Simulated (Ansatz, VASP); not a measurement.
One calculation of Al, two programs

File INCAR:

```
PREC     = Accurate       # precision mode
ENCUT    = 520            # plane-wave cutoff, eV
EDIFF    = 1E-6           # SCF threshold, eV
ISMEAR   = 0              # smearing method
SIGMA    = 0.15           # smearing width, eV
LREAL    = False          # projectors in reciprocal space
LASPH    = True           # aspherical terms in the spheres
NELM     = 80             # most SCF steps
ALGO     = Normal         # electronic algorithm
ISIF     = 2              # what is computed and relaxed
LWAVE    = False          # write WAVECAR
LCHARG   = False          # write CHGCAR
GGA      = PE             # functional
IVDW     = 12             # dispersion correction
NBANDS   = 14             # bands
```

File KPOINTS:

```
regular mesh
0
Gamma
  18 18 6
```

The input POSCAR:

```
Al
1.0
    2.7249473022      0.0000000000      0.0000000000
   -1.3624736511      2.3598735877      0.0000000000
    0.0000000000      0.0000000000      9.3877159507
Al
4
Direct
    0.0000000000      0.0000000000      0.0000000000
    0.3333333333      0.6666666667      0.2500000000
    0.0000000000      0.0000000000      0.5000000000
    0.6666666667      0.3333333333      0.7500000000
```

Input for Ansatz:

```yaml
crystal:
  lattice:
    - [2.7249473022, 0.0, 0.0]
    - [-1.3624736511, 2.3598735877, 0.0]
    - [0.0, 0.0, 9.3877159507]
  atoms:
    - { symbol: Al, position: [0.0, 0.0, 0.0] }
    - { symbol: Al, position: [0.3333333333, 0.6666666667, 0.25] }
    - { symbol: Al, position: [0.0, 0.0, 0.5] }
    - { symbol: Al, position: [0.6666666667, 0.3333333333, 0.75] }
basis:
  ecutwfc: 420
kpoints:
  mp_grid: { grid: [18, 18, 6] }
hamiltonian:
  xc: pbe
  dispersion: d3bj
scf:
  occupations: { method: gaussian, width: 0.15 }
output:
  forces: true
  stress: true
  eigenvalues: true
```

Alike in both runs: task single point; functional PBE; dispersion D3(BJ); k mesh 18 × 18 × 6; occupations gaussian, width 0.15 eV; no spin polarisation.

```csv
,VASP,Ansatz
version,VASP 6.6.1,Ansatz 0.2.0
potentials or method,"VASP PAW PBE potentials, release 64 (Al), cutoff 520 eV","scalar-relativistic, plane waves, PAW"
valence electrons in the cell,12,12
```

|  | VASP | Ansatz | Ansatz less VASP |
| --- | --- | --- | --- |
| gap on the k mesh at the Fermi level (eV) | none | none | - |
| pressure (GPa) | 5.1 | 5.1 | +0.03 |
| traceless stress, the component that is largest in VASP (GPa) | -3.49 | -3.49 | -0.008 |

A gap of «none» marks a metal or a gap that the smearing closes.
